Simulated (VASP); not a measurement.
A run of VASP 6.6.1:

File INCAR:

```
PREC     = Accurate       # precision mode
ENCUT    = 520            # plane-wave cutoff, eV
EDIFF    = 1E-6           # SCF threshold, eV
ISMEAR   = 0              # smearing method
SIGMA    = 0.01           # smearing width, eV
LREAL    = F              # projectors in reciprocal space
LASPH    = T              # aspherical terms in the spheres
NELM     = 80             # most SCF steps
ALGO     = Normal         # electronic algorithm
ISIF     = 2              # what is computed and relaxed
LWAVE    = F              # write WAVECAR
LCHARG   = F              # write CHGCAR
GGA      = PE             # functional
NBANDS   = 11             # bands
```

File KPOINTS:

```
regular mesh
0
Gamma
  6 6 6
```

The input POSCAR:

```
BeS
1.0
    0.0000000000      2.4343062282      2.4343062282
    2.4343062282      0.0000000000      2.4343062282
    2.4343062282      2.4343062282      0.0000000000
Be S
1 1
Direct
    0.0000000000      0.0000000000      0.0000000000
    0.2500000000      0.2500000000      0.2500000000
```

Potentials or basis: VASP PAW PBE potentials, release 64 (Be, S).

Command:

```console
$ cat potpaw_PBE.64/Be/POTCAR potpaw_PBE.64/S/POTCAR > POTCAR
$ mpirun -np 1 vasp_std > vasp.out
```

Hardware: 1 thread of Intel Xeon 8259CL, on a shared host.

Task: Estimate the wall time of this run.

Result: Run time: 8.6 s on 1 thread of Intel Xeon 8259CL (shared host), peak memory 0.15 GiB. Counts: scf iterations 12, k points 16.
